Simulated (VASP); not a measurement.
**Zr: relaxation of cell and atoms with PBEsol**

The system is Zr.

```
Zr
1.0
     3.23200    0.00000    0.00000
    -1.61600    2.79899    0.00000
     0.00000    0.00000    5.14700
Zr
2
Direct
  0.66667 0.33333 0.75000
  0.33333 0.66667 0.25000
```

* Program: VASP 6.6.1
* Task: relaxation of cell and atoms
* Functional: PBEsol
* Potentials or basis: VASP PAW PBE potentials, release 64 (Zr_sv)
* Cutoff: 600 eV
* k mesh: 9 × 9 × 5
* Occupations: fermi-dirac, width 0.05 eV
* Spin: no spin polarisation
* Target pressure: 5 GPa
* Dipole correction: no
* Further INCAR settings: ALGO = Normal; EDIFF = 1e-06; IBRION = 2; EDIFFG = -0.005; NSW = 80; ISIF = 3

```json
{
 "Relaxed volume": "21.46 Å³/atom",
 "Relaxed cell": "a = 3.128 Å, b = 3.128 Å, c = 5.064 Å, α = 90.00°, β = 90.00°, γ = 120.00°",
 "Space group after relaxing (to 0.05 Å)": "P6_3/mmc (No. 194)",
 "Energy change on relaxing (the enthalpy is what falls)": "+6.8 meV/atom",
 "Ionic steps": "7",
 "Pressure after relaxing": "5.0 GPa",
 "Band gap on the k mesh": "zero (band 12 reaches 10.69 eV, above the bottom of band 13 at 9.57 eV)"
}
```

The path:
| step | energy change (eV) | largest force (eV/Å) | pressure (GPa) | volume (Å³) |
| --- | --- | --- | --- | --- |
| 1 | 0.0000 | 0.0000 | -3.22 | 46.56 |
| 2 | 0.2866 | 0.0000 | 17.77 | 38.97 |
| 3 | 0.0124 | 0.0000 | 4.84 | 43.01 |
| 4 | 0.0146 | 0.0000 | 5.03 | 42.94 |
| 5 | 0.0136 | 0.0000 | 4.99 | 42.93 |
| 6 | 0.0136 | 0.0000 | 4.97 | 42.92 |
| 7 | 0.0136 | 0.0000 | 4.97 | 42.92 |

Final structure:
```yaml
crystal:
  lattice:
    - [3.12845, 0.00000, 0.00000]
    - [-1.56423, 2.70932, 0.00000]
    - [0.00000, 0.00000, 5.06360]
  atoms:
    - { symbol: Zr, position: [0.66667, 0.33333, 0.75000] }
    - { symbol: Zr, position: [0.33333, 0.66667, 0.25000] }
```

Levels at points of the mesh, in eV from the Fermi level:
| k point | band 8 | band 9 | band 10 | band 11 | band 12 | band 13 | band 14 | band 15 | band 16 |
| --- | --- | --- | --- | --- | --- | --- | --- | --- | --- |
| (0.00, 0.00, 0.00) | -25.98 | -5.80 | -3.26 | 0.90 | 0.90 | 0.90 | 1.40 | 1.63 | 1.63 |

Run time: 3.3 min on 1 thread of Intel(R) Xeon(R) Platinum 8259CL CPU @ 2.50GHz (Skylake/Cascade Lake) (shared host), peak memory 0.2 GiB.

Caveat: the cell is relaxed towards a set pressure, so the enthalpy falls and the energy may rise; the PAW data sets were made with another functional, which shifts forces and pressure a little.
